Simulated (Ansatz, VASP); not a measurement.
KCl: VASP beside Ansatz

File INCAR:

```
SYSTEM = KCl
PREC = Accurate
ENCUT = 520
EDIFF = 1E-6
ISMEAR = -1
SIGMA = 0.05
LREAL = .False.
LASPH = .True.
NELM = 80
ALGO = Normal
ISIF = 2
LWAVE = .False.
LCHARG = .False.
GGA = PE
NBANDS = 15
```

Contents of KPOINTS:

```
Automatic mesh
0
Gamma
  13 13 13
  0 0 0
```

The input POSCAR:

```
KCl
1.0
    0.0000000000      3.2314284839      3.2314284839
    3.2314284839      0.0000000000      3.2314284839
    3.2314284839      3.2314284839      0.0000000000
K Cl
1 1
Direct
    0.0000000000      0.0000000000      0.0000000000
    0.5000000000      0.5000000000      0.5000000000
```

Input for Ansatz:

```yaml
crystal:
  lattice:
    - [0.0, 3.2314284839, 3.2314284839]
    - [3.2314284839, 0.0, 3.2314284839]
    - [3.2314284839, 3.2314284839, 0.0]
  atoms:
    - { symbol: K, position: [0.0, 0.0, 0.0] }
    - { symbol: Cl, position: [0.5, 0.5, 0.5] }
kpoints:
  mp_grid: { grid: [13, 13, 13] }
scf:
  occupations: { method: fermi_dirac, width: 0.05 }
hamiltonian:
  xc: pbe
  pseudopotentials: { kind: all_electron, lapw: { basis_error: 0.00025 } }
output:
  forces: true
  stress: true
  eigenvalues: true
```

Change from the starting cell: volume scaled by 1.04.

Alike in both runs: task single point; functional PBE; k mesh 13 × 13 × 13; occupations fermi-dirac, width 0.05 eV; no spin polarisation.

|  | VASP | Ansatz |
| --- | --- | --- |
| version | VASP 6.6.1 | Ansatz 0.2.0 |
| potentials or method | VASP PAW PBE potentials, release 64 (K_sv, Cl), cutoff 520 eV | all-electron LAPW, scalar-relativistic |

```csv
,VASP,Ansatz,Ansatz less VASP
gap on the k mesh at the Fermi level (eV),4.92,4.92,+0.001
pressure (GPa),-0.6,-0.6,-0.01
```

Ansatz ran all-electron here, and VASP with PAW potentials.
